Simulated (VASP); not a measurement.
**Pt: single point with PBE**

Crystal: Pt.

```
Pt
1.0
     2.62625    0.00000    0.00000
     0.00000    2.62625    0.00000
     0.00000    0.00000    2.62641
Pt
1
Direct
  0.50000 0.50000 0.50000
```

The cell was built from a structure type or drawn by symmetry, and may not be a known phase.

```
Program                : VASP 6.6.1
Task                   : single point
Functional             : PBE
Potentials or basis    : VASP PAW PBE potentials, release 64 (Pt)
Cutoff                 : 520 eV
k mesh                 : 8 × 8 × 8
Occupations            : gaussian, width 0.1 eV
Spin                   : no spin polarisation
Dipole correction      : no
Further INCAR settings : ALGO = Normal; EDIFF = 1e-07; NBANDS = 11
```

The pressure is -0.4 GPa and the band gap on the k mesh is zero (bands 5 and 6 overlap by 2.96 eV).

Levels at points of the mesh, in eV from the Fermi level:
| k point | band 3 | band 4 | band 5 | band 6 | band 7 | band 8 |
| --- | --- | --- | --- | --- | --- | --- |
| (0.00, 0.00, 0.00) | -5.64 | 0.25 | 0.25 | 0.25 | 15.13 | 15.13 |
| (0.50, 0.00, 0.00) | -1.86 | -1.86 | -0.48 | 0.46 | 4.36 | 16.48 |
| (0.50, 0.50, 0.00) | -1.48 | -1.48 | 1.84 | 4.45 | 4.45 | 9.38 |
| (0.00, 0.00, 0.50) | -1.86 | -1.86 | -0.48 | 0.46 | 4.35 | 16.48 |
| (0.50, 0.00, 0.50) | -1.48 | -1.48 | 1.84 | 4.45 | 4.45 | 9.38 |
| (0.50, 0.50, 0.50) | -4.79 | 1.98 | 1.98 | 9.93 | 9.93 | 9.93 |

Wall time 13 s on 1 thread of Intel Xeon 8259CL (shared host), peak memory 0.13 GiB.

Caveat: spin-orbit coupling is left out, which moves the levels of the heavy elements.
